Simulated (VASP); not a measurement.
Wanted: the native input for a VASP 6.6.1 run.

```yaml
Task: single point
Functional: LDA
Potentials_or_basis: VASP PAW LDA potentials, release 64 (Ca_sv, O)
Cutoff: 600 eV
k_mesh: 8 × 8 × 8
Occupations: gaussian, width 0.02 eV
Spin: no spin polarisation
Dipole_correction: no
Further_INCAR_settings: ALGO = Normal; EDIFF = 1e-06; NBANDS = 15
```

The structure of CaO (l.bA) lies in POSCAR:

```
CaO
1.0
    0.0000000000      2.3536832588      2.3536832588
    2.3536832588      0.0000000000      2.3536832588
    2.3536832588      2.3536832588      0.0000000000
Ca O
1 1
Direct
    0.0000000000      0.0000000000      0.0000000000
    0.5000000000      0.5000000000      0.5000000000
```

The input as run:

INCAR

```
SYSTEM = CaO
ALGO = Normal
EDIFF = 1E-6
ENCUT = 600
GGA_COMPAT = .FALSE.
ISIF = 2
ISMEAR = 0
LASPH = .TRUE.
LCHARG = .FALSE.
LREAL = .FALSE.
LWAVE = .FALSE.
NBANDS = 15
NELM = 120
PREC = Accurate
SIGMA = 0.02
```

KPOINTS

```
k-points
0
G
  8 8 8
  0 0 0
```

Potentials or basis: VASP PAW LDA potentials, release 64 (Ca_sv, O).

Run with:

```bash
$ cat potpaw_LDA.64/Ca_sv/POTCAR potpaw_LDA.64/O/POTCAR > POTCAR
$ mpirun -np 1 vasp_std > vasp.out
```

Results of the run:

| Quantity | Value |
| --- | --- |
| Pressure | 0.9 GPa |
| Band gap on the k mesh | 3.42 eV, indirect (least direct gap 3.78 eV) |

It took 9.1 s on 1 thread of Intel(R) Xeon(R) Platinum 8375C CPU @ 2.90GHz (Ice Lake) (shared host), peak memory 0.15 GiB.
